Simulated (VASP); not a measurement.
A run of VASP 6.6.1 is set up as follows.

Contents of INCAR:

```
SYSTEM = C
ALGO = Normal
EDIFF = 1E-7
EDIFFG = -0.01
ENCUT = 600
GGA = PE
IBRION = 2
ISIF = 4
ISMEAR = 0
IVDW = 12
LASPH = .TRUE.
LCHARG = .FALSE.
LREAL = .FALSE.
LWAVE = .FALSE.
NELM = 80
NSW = 50
PREC = Accurate
SIGMA = 0.1
```

The input KPOINTS:

```
k-points
0
G
  18 18 12
  0 0 0
```

POSCAR

```
C
1.0
    2.4276647771      0.0000000000      0.0000000000
   -1.2138323885      2.1024193688      0.0000000000
    0.0000000000      0.0000000000      3.2359502167
C
2
Direct
    0.3333333333      0.6666666667      0.0000000000
    0.6666666667      0.3333333333      0.0000000000
```

Potentials or basis: VASP PAW PBE potentials, release 64 (C).

Launch:

```console
$ cat potpaw_PBE.64/C/POTCAR > POTCAR
$ mpirun -np 1 vasp_std > vasp.out
```

**Question.** Estimate the band gap on the k mesh.

**Answer.** Zero (bands 4 and 5 overlap by 1.84 eV).

**Question.** Predict the dispersion energy per atom.

**Answer.** -0.167 eV.

Final structure:
```
C
1.0
     2.45119    0.00000    0.00000
    -1.22560    2.12280    0.00000
     0.00000    0.00000    3.17412
C
2
Cartesian
  0.0000 1.4152 0.0000
  1.2256 0.7076 3.1741
```
